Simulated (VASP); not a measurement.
Set up this calculation in VASP 6.6.1, as the native input.

* Task: single point
* Functional: PBE
* Potentials or basis: VASP PAW PBE potentials, release 64 (Zn, S)
* Cutoff: 500 eV
* k mesh: 10 × 10 × 10
* Occupations: gaussian, width 0.02 eV
* Spin: no spin polarisation
* Dipole correction: no
* Further INCAR settings: ALGO = Normal; EDIFF = 1e-06; NBANDS = 16

The structure of ZnS lies in POSCAR:

```
ZnS
1.0
    0.0000000000      2.7218243422      2.7218243422
    2.7218243422      0.0000000000      2.7218243422
    2.7218243422      2.7218243422      0.0000000000
Zn S
1 1
Direct
    0.0000000000      0.0000000000      0.0000000000
    0.2500000000      0.2500000000      0.2500000000
```

The input as run:

INCAR

```
SYSTEM = ZnS
PREC = Accurate ; ENCUT = 500
EDIFF = 1E-6 ; ISMEAR = 0
SIGMA = 0.02 ; LREAL = .FALSE.
LASPH = .TRUE. ; NELM = 120
ALGO = Normal ; ISIF = 2
LWAVE = .FALSE. ; LCHARG = .FALSE.
GGA = PE ; NBANDS = 16
GGA_COMPAT = .FALSE.
```

KPOINTS

```
Automatic mesh
0
G
  10 10 10
  0 0 0
```

Potentials or basis: VASP PAW PBE potentials, release 64 (Zn, S).

The run is started by

```console
$ cat potpaw_PBE.64/Zn/POTCAR potpaw_PBE.64/S/POTCAR > POTCAR
$ mpirun -np 1 vasp_std > vasp.out
```

It gave:

The pressure is 0.1 GPa and the band gap on the k mesh is 2.02 eV.

It took 24 s on 1 thread of AMD EPYC 7R43 64-Core Processor (Zen 3), with other jobs on the host, peak memory 0.13 GiB.
